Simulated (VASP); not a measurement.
# RbDy4C (P6/mmm) in VASP: notebook, part 2 of 2

VASP 6.6.1. The steps go on from the part before.

**3. Single point, PBE**

This run uses another cell than the first one, of 31.93 Å³/atom.

INCAR

```
  PREC = Accurate
  ENCUT = 600
  EDIFF = 1E-6
  ISMEAR = 0
  SIGMA = 0.1
  LREAL = False
  LASPH = True
  NELM = 200
  ALGO = Normal
  ISIF = 2
  LWAVE = False
  LCHARG = False
  GGA = PE
  NBANDS = 34
  GGA_COMPAT = False
  LMAXMIX = 6
```

KPOINTS

```
Automatic mesh
0
Gamma
  6 6 2
```

POSCAR

```
RbDy4C
1.0
    5.1811105400      0.0000000000      0.0000000000
   -2.5905552700      4.4869733500      0.0000000000
    0.0000000000      0.0000000000      8.2420531600
Rb Dy C
1 4 1
Direct
    0.0000000000      0.0000000000      0.5000000000
    0.3333333300      0.6666666700      0.0000000000
    0.6666666700      0.3333333300      0.0000000000
    0.0000000000      0.0000000000      0.1862080700
    0.0000000000      0.0000000000      0.8137919300
    0.0000000000      0.0000000000      0.0000000000
```

Potentials or basis: VASP PAW PBE potentials, release 64 (Rb_sv, Dy_3, C), 4f in core.

Run with:

```console
$ cat potpaw_PBE.64/Rb_sv/POTCAR potpaw_PBE.64/Dy_3/POTCAR potpaw_PBE.64/C/POTCAR > POTCAR
$ mpirun -np 1 vasp_std > vasp.out
```

OUTCAR:

```text
PREC = Accurate
   ENCUT = 600
   EDIFF = 1E-6
   ISMEAR = 0
   LREAL = False
   LASPH = True
   NELM = 200
   ISIF = 2
   GGA = PE

 ion  position               nearest neighbor table
   1  0.000  0.000  0.500-   4 2.59   5 2.59
   2  0.333  0.667  0.000-   3 2.99   3 2.99   3 2.99   5 3.36   4 3.36   5 3.36   4 3.36   5 3.36
                             4 3.36
   3  0.667  0.333  0.000-   2 2.99   2 2.99   2 2.99   5 3.36   4 3.36   4 3.36   5 3.36   4 3.36
                             5 3.36
   4  0.000  0.000  0.186-   6 1.53   1 2.59   5 3.07   2 3.36   3 3.36   3 3.36   2 3.36   3 3.36
                             2 3.36
   5  0.000  0.000  0.814-   6 1.53   1 2.59   4 3.07   2 3.36   3 3.36   3 3.36   2 3.36   3 3.36
                             2 3.36
   6  0.000  0.000  0.000-   4 1.53   5 1.53

  LATTYP: Found a hexagonal cell.
 ALAT       =     5.1811105400
 C/A-ratio  =     1.5907889045

  Lattice vectors:

 A1 = (   5.1811105400,   0.0000000000,   0.0000000000)
 A2 = (  -2.5905552700,   4.4869733500,   0.0000000000)
 A3 = (   0.0000000000,   0.0000000000,   8.2420531600)

[... 173 lines left out ...]

 val. band max:        2.4065115594   @ k =   0.1667   0.1667   0.5000
 cond. band min:       2.4362338187   @ k =   0.3333   0.1667   0.0000
 fundamental gap:      0.0297222593
 Fermi energy:         2.4145199971

 k-point     1 :       0.0000    0.0000    0.0000
  band No.  band energies     occupation
      1     -27.1412      2.00000
      2     -23.8558      2.00000
      3     -23.2283      2.00000
      4     -21.4755      2.00000
      5     -21.4755      2.00000
      6     -20.8890      2.00000
[... 507 lines left out ...]
     33       5.0241      0.00000
     34       5.2198      0.00000

------------------------ aborting loop because EDIFF is reached ----------------------------------------

  FORCE on cell =-STRESS in cart. coord.  units (eV):
  Direction    XX          YY          ZZ          XY          YZ          ZX
  --------------------------------------------------------------------------------------
  -------------------------------------------------------------------------------------
  Total        4.4901677      4.4901677    113.6260968      0.0000000     -0.0000000      0.0000000
  in kB       37.5458019     37.5458020    950.1166117      0.0000000     -0.0000000      0.0000000
  external PRESSURE =     341.7360719 kB  Pullay stress =       0.0000000 kB

 VOLUME and BASIS-vectors are now :
 -----------------------------------------------------------------------------
  energy-cutoff  :      600.00
  volume of cell :      191.61
      direct lattice vectors                 reciprocal lattice vectors
     5.181110540  0.000000000  0.000000000     0.193008814  0.111433691  0.000000000
    -2.590555270  4.486973350  0.000000000     0.000000000  0.222867381  0.000000000
     0.000000000  0.000000000  8.242053160     0.000000000  0.000000000  0.121328992

 POSITION                                       TOTAL-FORCE (eV/Angst)
 -----------------------------------------------------------------------------------
      0.00000      0.00000      4.12103         0.000000      0.000000      0.000000
     -0.00000      2.99132      0.00000         0.000000      0.000000      0.000000
      2.59056      1.49566      0.00000        -0.000000     -0.000000      0.000000
      0.00000      0.00000      1.53474         0.000000      0.000000     27.100191
      0.00000      0.00000      6.70732         0.000000     -0.000000    -27.100191
      0.00000      0.00000      0.00000         0.000000      0.000000      0.000000
 -----------------------------------------------------------------------------------
    total drift:                                0.000000     -0.000000     -0.000000

  FREE ENERGIE OF THE ION-ELECTRON SYSTEM (eV)
  ---------------------------------------------------
  free  energy   TOTEN  =        -7.3269129430 eV

  energy  without entropy=       -7.2721743830  energy(sigma->0) =       -7.29954366
```

It took 2.8 min on 1 thread of Intel Xeon Platinum 8259CL at 2.50GHz (Skylake/Cascade Lake), shared host; peak memory 0.4 GiB.

Results:

```yaml
Free_energy: -7.3269 eV
Pressure: 34.2 GPa
Largest_force: 27.100 eV/Å
Band_gap_on_the_k_mesh: zero (an odd number of electrons rules out a gap without spin polarisation)
```

Forces in eV/Å, atoms in the order of the input:
```
Rb    0.000   0.000   0.000
Dy    0.000   0.000   0.000
Dy    0.000   0.000   0.000
Dy    0.000   0.000  27.100
Dy    0.000   0.000 -27.100
C     0.000   0.000   0.000
```

Caveat: the k points lie up to 0.38 Å⁻¹ apart, too coarse for converged energies and pressures of a metal; atoms lie so close that the PAW spheres overlap strongly, which falsifies energies and pressures; spin-orbit coupling is left out, which moves the levels of the heavy elements; the 4f electrons are frozen in the core, so they carry no moment and show no levels; forces of over 1 eV/Å act on the atoms, so gaps and moduli don't describe the material at rest. Spin polarisation is off, so any magnetic state and its effect on volume and gap are missing.

**4. Single point, PBE**

INCAR

```
PREC = Accurate
ENCUT = 600
EDIFF = 1E-6
ISMEAR = 0
SIGMA = 0.1
LREAL = False
LASPH = True
NELM = 200
ALGO = Normal
ISIF = 2
LWAVE = False
LCHARG = False
GGA = PE
NBANDS = 34
GGA_COMPAT = False
LMAXMIX = 6
```

KPOINTS

```
regular mesh
0
Gamma
  12 12 4
```

POSCAR

```
RbDy4C
1.0
    4.6670799046      0.0000000000      0.0000000000
   -2.3335399523      4.0418097588      0.0000000000
    0.0000000000      0.0000000000     13.1073506328
Rb Dy C
1 4 1
Direct
    0.0000000000      0.0000000000      0.5000000000
    0.3333333333      0.6666666667      0.0000000000
    0.6666666667      0.3333333333      0.0000000000
    0.0000000000      0.0000000000      0.1712962221
    0.0000000000      0.0000000000      0.8287037779
    0.0000000000      0.0000000000      0.0000000000
```

Potentials or basis: VASP PAW PBE potentials, release 64 (Rb_sv, Dy_3, C), 4f in core.

Run with:

```console
$ cat potpaw_PBE.64/Rb_sv/POTCAR potpaw_PBE.64/Dy_3/POTCAR potpaw_PBE.64/C/POTCAR > POTCAR
$ mpirun -np 1 vasp_std > vasp.out
```

OUTCAR:

```text
PREC = Accurate
   ENCUT = 600
   EDIFF = 1E-6
   ISMEAR = 0
   LREAL = False
   LASPH = True
   NELM = 200
   ISIF = 2
   GGA = PE

 ion  position               nearest neighbor table
   1  0.000  0.000  0.500-   4 4.31   5 4.31
   2  0.333  0.667  0.000-   3 2.69   6 2.69   3 2.69   6 2.69   6 2.69   3 2.69   5 3.51   4 3.51
                             4 3.51   5 3.51   4 3.51   5 3.51
   3  0.667  0.333  0.000-   2 2.69   6 2.69   2 2.69   6 2.69   6 2.69   2 2.69   5 3.51   4 3.51
                             5 3.51   4 3.51   5 3.51   4 3.51
   4  0.000  0.000  0.171-   6 2.25   3 3.51   2 3.51   2 3.51   3 3.51   3 3.51   2 3.51   1 4.31

   5  0.000  0.000  0.829-   6 2.25   3 3.51   2 3.51   2 3.51   3 3.51   3 3.51   2 3.51   1 4.31

   6  0.000  0.000  0.000-   4 2.25   5 2.25   2 2.69   3 2.69   2 2.69   3 2.69   3 2.69   2 2.69

  LATTYP: Found a hexagonal cell.
 ALAT       =     4.6670799046
 C/A-ratio  =     2.8084693000

  Lattice vectors:

 A1 = (   4.6670799046,   0.0000000000,   0.0000000000)
 A2 = (  -2.3335399523,   4.0418097588,   0.0000000000)
 A3 = (   0.0000000000,   0.0000000000,  13.1073506328)

Analysis of symmetry for initial positions (statically):
=====================================================================
 Subroutine PRICEL returns:
 Original cell was already a primitive cell.

 Routine SETGRP: Setting up the symmetry group for a
 hexagonal supercell.

 Subroutine GETGRP returns: Found 24 space group operations
 (whereof 24 operations were pure point group operations)
 out of a pool of 24 trial point group operations.

The static configuration has the point symmetry D_6h.

Analysis of symmetry for dynamics (positions and initial velocities):
=====================================================================
 Subroutine PRICEL returns:
 Original cell was already a primitive cell.

 Routine SETGRP: Setting up the symmetry group for a
 hexagonal supercell.

[... 128 lines left out ...]
   EFERMI_NEDOS =   21; number of points for ismear=-14 and -15
   IALGO  =     38    algorithm
   IMIX   =      4    mixing-type and parameters
     AMIX     =   0.40;   BMIX     =  1.00
     AMIX_MAG =   1.60;   BMIX_MAG =  1.00
  volume/ion in A,a.u.               =      41.21       278.09
  Fermi-wavevector in a.u.,A,eV,Ry     =   0.954468  1.803684 12.395040  0.911010
  Thomas-Fermi vector in A             =   2.083218
   LORBIT       =      0    0 simple, 1 ext, 2 COOP (PROOUT), +10 PAW based schemes
   GGA     = PE    functional components
   LHFCALC =     F    Hartree Fock is set to
   AEXX    =    0.0000 exact exchange contribution
   IVDW    =     0    specifies the selected vdW correction
   LEPSILON=     F    determine dielectric tensor
   LRPA    =     F    only Hartree local field effects (RPA)
 non-spin polarized calculation
 Gauss-broadening in eV      SIGMA  =   0.10
  energy-cutoff  :      600.00
  volume of cell :      247.25
 maximum number of plane-waves:      8320
 NGX is ok and might be reduce to    40
   NGX = 19   NGY = 19   NGZ = 53

 number of electron      49.0000000 magnetization

 Free energy of the ion-electron system (eV)
  ---------------------------------------------------
  ext. energy  EPLUGINS =         0.00000000
  ---------------------------------------------------
  free energy    TOTEN  =       -25.10155437 eV

  energy without entropy =      -25.07838939  energy(sigma->0) =      -25.08997188

 E-fermi :   1.4156     XC(G=0):  -7.6532

 val. band max:        1.3941736471   @ k =   0.2500   0.2500   0.2500
 cond. band min:       1.4511818321   @ k =   0.2500   0.2500   0.0000
 fundamental gap:      0.0570081850
 Fermi energy:         1.4156215556

 k-point     1 :       0.0000    0.0000    0.0000
  band No.  band energies     occupation
      1     -27.5720      2.00000
      2     -22.8578      2.00000
      3     -22.8578      2.00000
      4     -22.2527      2.00000
      5     -22.2270      2.00000
      6     -22.1315      2.00000
[... 877 lines left out ...]
     33       3.5941      0.00000
     34       4.0899      0.00000

 [... further k-points ...]
[... 5 lines left out ...]
  --------------------------------------------------------------------------------------
  -------------------------------------------------------------------------------------
  Total        0.4465375      0.4465375      0.6817534      0.0000000      0.0000000     -0.0000000
  in kB        2.8935597      2.8935597      4.4177577      0.0000000      0.0000000     -0.0000000
  external PRESSURE =       3.4016257 kB  Pullay stress =       0.0000000 kB

 VOLUME and BASIS-vectors are now :
 -----------------------------------------------------------------------------
  energy-cutoff  :      600.00
  volume of cell :      247.25
      direct lattice vectors                 reciprocal lattice vectors
     4.667079905  0.000000000  0.000000000     0.214266741  0.123706960  0.000000000
    -2.333539952  4.041809759  0.000000000     0.000000000  0.247413921  0.000000000
     0.000000000  0.000000000 13.107350633     0.000000000  0.000000000  0.076293069

 POSITION                                       TOTAL-FORCE (eV/Angst)
 -----------------------------------------------------------------------------------
      0.00000      0.00000      6.55368        -0.000000     -0.000000      0.000000
     -0.00000      2.69454      0.00000         0.000000     -0.000000      0.000000
      2.33354      1.34727      0.00000        -0.000000     -0.000000      0.000000
      0.00000      0.00000      2.24524        -0.000000     -0.000000      0.150680
      0.00000      0.00000     10.86211         0.000000      0.000000     -0.150680
      0.00000      0.00000      0.00000        -0.000000     -0.000000      0.000000
 -----------------------------------------------------------------------------------
    total drift:                                0.000000     -0.000000      0.000000

  FREE ENERGIE OF THE ION-ELECTRON SYSTEM (eV)
  ---------------------------------------------------
  free  energy   TOTEN  =       -25.1015543710 eV

  energy  without entropy=      -25.0783893877  energy(sigma->0) =      -25.08997188
```

OSZICAR:

```text
N       E                     dE             d eps       ncg     rms          rms(c)
DAV:   1     0.334782179130E+03    0.33478E+03   -0.22841E+04  3908   0.136E+03
DAV:   2     0.982902729373E+01   -0.32495E+03   -0.31000E+03  4220   0.428E+02
DAV:   3    -0.339180587337E+02   -0.43747E+02   -0.41805E+02  6368   0.888E+01
DAV:   4    -0.361129337044E+02   -0.21949E+01   -0.21470E+01  5104   0.186E+01
DAV:   5    -0.362324555420E+02   -0.11952E+00   -0.11933E+00  6400   0.449E+00    0.453E+01
DAV:   6    -0.253474787239E+02    0.10885E+02   -0.51716E+01  5456   0.229E+01    0.213E+01
DAV:   7    -0.250930313876E+02    0.25445E+00   -0.70310E+00  5412   0.103E+01    0.115E+01
DAV:   8    -0.252585405145E+02   -0.16551E+00   -0.19778E+00  5006   0.409E+00    0.359E+00
DAV:   9    -0.251113783384E+02    0.14716E+00   -0.42815E-01  5038   0.188E+00    0.106E+00
DAV:  10    -0.251052780879E+02    0.61003E-02   -0.22770E-01  5472   0.163E+00    0.609E-01
DAV:  11    -0.251022493024E+02    0.30288E-02   -0.36465E-02  5454   0.639E-01    0.346E-01
DAV:  12    -0.251016357491E+02    0.61355E-03   -0.30773E-03  4984   0.224E-01    0.117E-01
DAV:  13    -0.251015535420E+02    0.82207E-04   -0.70004E-04  6024   0.126E-01    0.349E-02
DAV:  14    -0.251015533805E+02    0.16145E-06   -0.12332E-04  5368   0.407E-02    0.196E-02
DAV:  15    -0.251015569173E+02   -0.35368E-05   -0.23159E-05  5624   0.213E-02    0.114E-02
DAV:  16    -0.251015547015E+02    0.22158E-05   -0.72103E-06  4392   0.865E-03    0.622E-03
DAV:  17    -0.251015543710E+02    0.33051E-06   -0.32694E-06  4236   0.539E-03
   1 F= -.25101554E+02 E0= -.25089972E+02  d E =-.231650E-01
```

Wall time 15 min (1 thread of Intel Xeon Platinum 8259CL at 2.50GHz (Skylake/Cascade Lake), shared host); peak memory 0.8 GiB.

Results:

| Item | Value |
| --- | --- |
| Free energy | -25.1016 eV |
| Pressure | 0.3 GPa |
| Largest force | 0.151 eV/Å |
| Band gap on the k mesh | zero (an odd number of electrons rules out a gap without spin polarisation) |

Forces on the atoms (eV/Å):
```
Rb   0.000  0.000  0.000
Dy   0.000  0.000  0.000
Dy   0.000  0.000  0.000
Dy   0.000  0.000  0.151
Dy   0.000  0.000 -0.151
C    0.000  0.000  0.000
```

Caveat: spin-orbit coupling is left out, which moves the levels of the heavy elements; the 4f electrons are frozen in the core, so they carry no moment and show no levels. Spin polarisation is off, so any magnetic state and its effect on volume and gap are missing.

**5. Overview**

| cell | k mesh | gap on the mesh (eV) | pressure (GPa) | largest force (eV/Å) |
| --- | --- | --- | --- | --- |
| a = 4.671, b = 4.671, c = 13.105 Å, angles 90.0, 90.0, 120.0°, 6 atoms, atomic positions A | 6 × 6 × 2 | none | 0.3 | 0.12 |
| a = 5.181, b = 5.181, c = 8.242 Å, angles 90.0, 90.0, 120.0°, 6 atoms, atomic positions B | 6 × 6 × 2 | none | 34.2 | 27.10 |
| a = 4.667, b = 4.667, c = 13.107 Å, angles 90.0, 90.0, 120.0°, 6 atoms, atomic positions A | 12 × 12 × 4 | none | 0.3 | 0.15 |

Alike in all rows: task single point; level PBE; potentials or basis VASP PAW PBE potentials, release 64 (Rb_sv, Dy_3, C), 4f in core; no spin polarisation; cutoff (eV) 600; smearing gaussian 0.1 eV.

Caveats: some runs use coarse meshes; spin-orbit coupling is left out, which moves the levels of the heavy elements; the 4f electrons are frozen in the core, so they carry no moment and show no levels; atoms lie so close that the PAW spheres overlap strongly, which falsifies energies and pressures (at least some runs); forces of over 1 eV/Å act on the atoms, so gaps and moduli don't describe the material at rest (at least some runs).

Absolute energies hang on the potentials; compare differences alone.

The gap in the log of VASP goes by the Fermi energy; the results here count the filled bands.